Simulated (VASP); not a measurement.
Write the native input for VASP 6.6.1 that does the following.

* Task: single point
* Functional: LDA
* Potentials or basis: VASP PAW LDA potentials, release 64 (Ru_pv)
* Cutoff: 520 eV
* k mesh: 14 × 9 × 8
* Occupations: fermi-dirac, width 0.1 eV
* Spin: no spin polarisation
* Dipole correction: no
* Further INCAR settings: ALGO = Normal; EDIFF = 1e-07; NBANDS = 36

The structure of Ru lies in POSCAR:

```
Ru
1.0
   -1.3376082023      2.3168053671      0.0000000000
    0.0000000000      0.0000000000      4.2244496840
    4.0128246070      2.3168053671      0.0000000000
Ru
4
Direct
    0.5000000000      0.2500000000      0.1666666670
    0.0000000000      0.2500000000      0.6666666670
    0.0000000000      0.7500000000      0.3333333330
    0.5000000000      0.7500000000      0.8333333330
```

The input as run:

INCAR

```
ALGO = Normal
EDIFF = 1E-7
ENCUT = 520
GGA = CA
ISIF = 2
ISMEAR = -1
LASPH = T
LCHARG = F
LREAL = F
LWAVE = F
NBANDS = 36
NELM = 60
PREC = Accurate
SIGMA = 0.1
```

KPOINTS

```
k-points
0
Gamma
  14 9 8
```

Potentials or basis: VASP PAW LDA potentials, release 64 (Ru_pv).

Launch:

```sh
$ cat potpaw_LDA.64/Ru_pv/POTCAR > POTCAR
$ mpirun -np 1 vasp_std > vasp.out
```

It gave:

| Quantity | Value |
| --- | --- |
| Pressure | 1.1 GPa |
| Largest force | 0.010 eV/Å |
| Band gap on the k mesh | zero (bands 28 and 29 overlap by 2.79 eV) |

Wall time 110 s on 1 thread of AMD EPYC 9R45 96-Core Processor (Zen 5) (shared host), peak memory 0.31 GiB.
